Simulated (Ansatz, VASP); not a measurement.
One calculation of Ga3Se, two programs

File INCAR:

```
SYSTEM = Ga3Se
PREC = Accurate ; ENCUT = 520
EDIFF = 1E-6 ; ISMEAR = 0
SIGMA = 0.15 ; LREAL = .False.
LASPH = .True. ; NELM = 80
ALGO = Normal ; ISIF = 2
LWAVE = .False. ; LCHARG = .False.
GGA = PE ; IVDW = 12
NBANDS = 30
```

KPOINTS

```
Automatic mesh
0
Gamma
  12 12 12
  0 0 0
```

File POSCAR:

```
Ga3Se
1.0
    4.4533186252      0.0000000000      0.0000000000
    0.0000000000      4.4533186252      0.0000000000
    0.0000000000      0.0000000000      4.3884644704
Ga Se
3 1
Direct
    0.0000000000      0.5000000000      0.5000000000
    0.5000000000      0.0000000000      0.5000000000
    0.5000000000      0.5000000000      0.0000000000
    0.0000000000      0.0000000000      0.0000000000
```

Input for Ansatz:

```yaml
crystal:
  lattice:
    - [4.4533186252, 0.0, 0.0]
    - [0.0, 4.4533186252, 0.0]
    - [0.0, 0.0, 4.3884644704]
  atoms:
    - { symbol: Ga, position: [0.0, 0.5, 0.5] }
    - { symbol: Ga, position: [0.5, 0.0, 0.5] }
    - { symbol: Ga, position: [0.5, 0.5, 0.0] }
    - { symbol: Se, position: [0.0, 0.0, 0.0] }
basis:
  ecutwfc: 420
kpoints:
  mp_grid: { grid: [12, 12, 12] }
hamiltonian:
  xc: pbe
  dispersion: d3bj
scf:
  occupations: { method: gaussian, width: 0.15 }
output:
  forces: true
  stress: true
  eigenvalues: true
```

Change from the starting cell: strain +0.030 along x and y, +0.015 along z, atoms carried along.

Alike in both runs: task single point; functional PBE; dispersion D3(BJ); k mesh 12 × 12 × 12; occupations gaussian, width 0.15 eV; no spin polarisation.

```csv
,VASP,Ansatz
version,VASP 6.6.1,Ansatz 0.2.0
potentials or method,"VASP PAW PBE potentials, release 64 (Ga_d, Se), cutoff 520 eV","scalar-relativistic, plane waves, PAW"
valence electrons in the cell,45,55
```

```csv
,VASP,Ansatz,Ansatz less VASP
gap on the k mesh at the Fermi level (eV),none,none,-
pressure (GPa),-2.8,-2.8,-0.01
```

A gap of «none» marks a metal or a gap that the smearing closes. VASP's potentials hold 45 valence electrons a cell and Ansatz's 55, so a difference there can come from the potentials and not from the codes.
